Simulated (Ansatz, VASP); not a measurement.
**One calculation of Al, two programs**

File INCAR:

```
SYSTEM = Al
  PREC = Accurate
  ENCUT = 600
  EDIFF = 1E-7
  ISMEAR = 0
  SIGMA = 0.1
  LREAL = .False.
  LASPH = .True.
  NELM = 100
  ALGO = Fast
  ISIF = 3
  LWAVE = .False.
  LCHARG = .False.
  GGA = PE
  IBRION = 2
  NSW = 90
  EDIFFG = -0.04
```

KPOINTS

```
regular mesh
0
Gamma
  6 6 6
  0 0 0
```

File POSCAR:

```
Al
1.0
    3.2724920100      0.0000000000      0.0000000000
    0.0000000000      3.2724920100      0.0000000000
    0.0000000000      0.0000000000      3.2724920100
Al
3
Direct
    0.0000000000      0.5000000000      0.5000000000
    0.5000000000      0.0000000000      0.5000000000
    0.5000000000      0.5000000000      0.0000000000
```

Input for Ansatz:

```yaml
crystal:
  lattice:
    - [3.27249201, 0.0, 0.0]
    - [0.0, 3.27249201, 0.0]
    - [0.0, 0.0, 3.27249201]
  atoms:
    - { symbol: Al, position: [0.0, 0.5, 0.5] }
    - { symbol: Al, position: [0.5, 0.0, 0.5] }
    - { symbol: Al, position: [0.5, 0.5, 0.0] }
basis:
  ecutwfc: 420
kpoints:
  mp_grid: { grid: [6, 6, 6] }
hamiltonian:
  xc: pbe
scf:
  occupations: { method: gaussian, width: 0.1 }
  lower_state_search: "off"
output:
  forces: true
  stress: true
  eigenvalues: true
relax:
  adjacent_minimum: "off"
  f_tol: 0.04
  max_steps: 70
  cell: { stress_tol: 0.4 }
```

Alike in both runs: task relaxation of cell and atoms; functional PBE; k mesh 6 × 6 × 6; occupations gaussian, width 0.1 eV; no spin polarisation.

|  | VASP | Ansatz |
| --- | --- | --- |
| version | VASP 6.6.1 | Ansatz 0.2.0 |
| potentials or method | VASP PAW PBE potentials, release 64 (Al), cutoff 600 eV | scalar-relativistic, plane waves, PAW |
| valence electrons in the cell | 9 | 9 |

Ansatz gave:

```
gap on the k mesh at the Fermi level, each at its own relaxed structure (eV) : none
relaxed volume (Å³/atom)                                                     : 19.92
relaxed cell length with the largest relative difference (Å)                 : 3.910
```

What did VASP give for the same quantities?

gap on the k mesh at the Fermi level, each at its own relaxed structure (eV): none; relaxed volume (Å³/atom): 19.93; relaxed cell length with the largest relative difference (Å): 3.910.

A gap of «none» marks a metal or a gap that the smearing closes.

Noted on VASP's run: the volume moved by over 15 % at a fixed basis, so the end points are rough.
